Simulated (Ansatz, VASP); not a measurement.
Na: VASP beside Ansatz

```
Na
1.0
    -6.29487   -6.29487    2.09829
    -6.29487    2.09829   -6.29487
     2.09829   -6.29487   -6.29487
Na
19
Cartesian
  -6.3709 -6.3709 -10.3823
  -6.3709 -10.3823 -6.3709
  -10.3823 -6.3709 -6.3709
  -6.3971 -6.3971 -6.3971
  -4.1206 -4.1206 -8.5023
  -4.1206 -8.5023 -4.1206
  -2.0983 -6.2949 -6.2949
  -8.5023 -4.1206 -4.1206
  -6.2949 -2.0983 -6.2949
  -6.2949 -6.2949 -2.0983
  -4.2449 -4.2449 -4.2449
  -2.0899 -2.0899 -6.2453
  -2.0899 -6.2453 -2.0899
  -0.0496 -4.2049 -4.2049
  -6.2453 -2.0899 -2.0899
  -4.2049 -0.0496 -4.2049
  -4.2049 -4.2049 -0.0496
  -2.0500 -2.0500 -2.0500
  0.1022 0.1022 0.1022
```

Change from the starting cell: Na vacancy (site a), charge +0, atoms relaxed at the host's cell.

Alike in both runs: functional PBE; k mesh 3 × 3 × 3; occupations gaussian, width 0.1 eV; no spin polarisation.

Ansatz relaxed the structure, and its values are those at the end. VASP's run is a single point on that final structure, the one shown.

```csv
,VASP,Ansatz
version,VASP 6.6.1,Ansatz 0.2.0
potentials or method,"VASP PAW PBE potentials, release 64 (Na_pv), cutoff 520 eV","scalar-relativistic, plane waves, PAW"
valence electrons in the cell,133,171
```

|  | VASP | Ansatz | Ansatz less VASP |
| --- | --- | --- | --- |
| gap on the k mesh at the Fermi level (eV) | none | none | - |
| rms of the force components (eV/Å) | 0.008 | 0.008 | +0.0002 |

A gap of «none» marks a metal or a gap that the smearing closes. VASP's potentials hold 133 valence electrons a cell and Ansatz's 171, so a difference there can come from the potentials and not from the codes.
